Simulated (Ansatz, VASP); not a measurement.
One calculation of Sr5P2, two programs

Contents of INCAR:

```
PREC = Accurate
ENCUT = 600
EDIFF = 1E-7
ISMEAR = 0
SIGMA = 0.1
LREAL = F
LASPH = T
NELM = 100
ALGO = Normal
ISIF = 3
LWAVE = F
LCHARG = F
GGA = PE
IBRION = 2
NSW = 90
EDIFFG = -0.04
```

The input KPOINTS:

```
Automatic mesh
0
Gamma
  4 4 4
```

The input POSCAR:

```
Sr5P2
1.0
   -3.3438597400      3.4700244400      4.3538117600
    3.3438597400     -3.4700244400      4.3538117600
    3.3438597400      3.4700244400     -4.3538117600
Sr P
5 2
Direct
    0.0000000000      0.0000000000      0.5000000000
    0.5000000000      0.5000000000      0.5000000000
    0.0000000000      0.5000000000      0.0000000000
    0.5000000000      0.0000000000      0.0000000000
    0.5000000000      0.5000000000      0.0000000000
    0.5000000000      0.0000000000      0.5000000000
    0.0000000000      0.0000000000      0.0000000000
```

Input for Ansatz:

```yaml
crystal:
  lattice:
    - [-3.34385974, 3.47002444, 4.35381176]
    - [3.34385974, -3.47002444, 4.35381176]
    - [3.34385974, 3.47002444, -4.35381176]
  atoms:
    - { symbol: Sr, position: [0.0, 0.0, 0.5] }
    - { symbol: Sr, position: [0.5, 0.5, 0.5] }
    - { symbol: Sr, position: [0.0, 0.5, 0.0] }
    - { symbol: Sr, position: [0.5, 0.0, 0.0] }
    - { symbol: Sr, position: [0.5, 0.5, 0.0] }
    - { symbol: P, position: [0.5, 0.0, 0.5] }
    - { symbol: P, position: [0.0, 0.0, 0.0] }
basis:
  ecutwfc: 420
kpoints:
  mp_grid: { grid: [4, 4, 4] }
hamiltonian:
  xc: pbe
scf:
  occupations: { method: gaussian, width: 0.1 }
  lower_state_search: "off"
output:
  forces: true
  stress: true
  eigenvalues: true
relax:
  adjacent_minimum: "off"
  f_tol: 0.04
  max_steps: 70
  cell: { stress_tol: 0.4 }
```

Alike in both runs: task relaxation of cell and atoms; functional PBE; k mesh 4 × 4 × 4; occupations gaussian, width 0.1 eV; no spin polarisation.

```csv
,VASP,Ansatz
version,VASP 6.6.1,Ansatz 0.2.0
potentials or method,"VASP PAW PBE potentials, release 64 (Sr_sv, P), cutoff 600 eV","scalar-relativistic, plane waves, PAW"
valence electrons in the cell,60,60
```

|  | VASP | Ansatz | Ansatz less VASP |
| --- | --- | --- | --- |
| gap on the k mesh at the Fermi level, each at its own relaxed structure (eV) | none | none | - |
| relaxed volume (Å³/atom) | 34.77 | 34.51 | -0.262 |
| relaxed length of the cell vector where the two differ most in proportion (Å) | 6.891 | 6.876 | -0.0153 |

A gap of «none» marks a metal or a gap that the smearing closes.

Noted on VASP's run: the volume moved by over 15 % at a fixed basis, so the end points are rough.
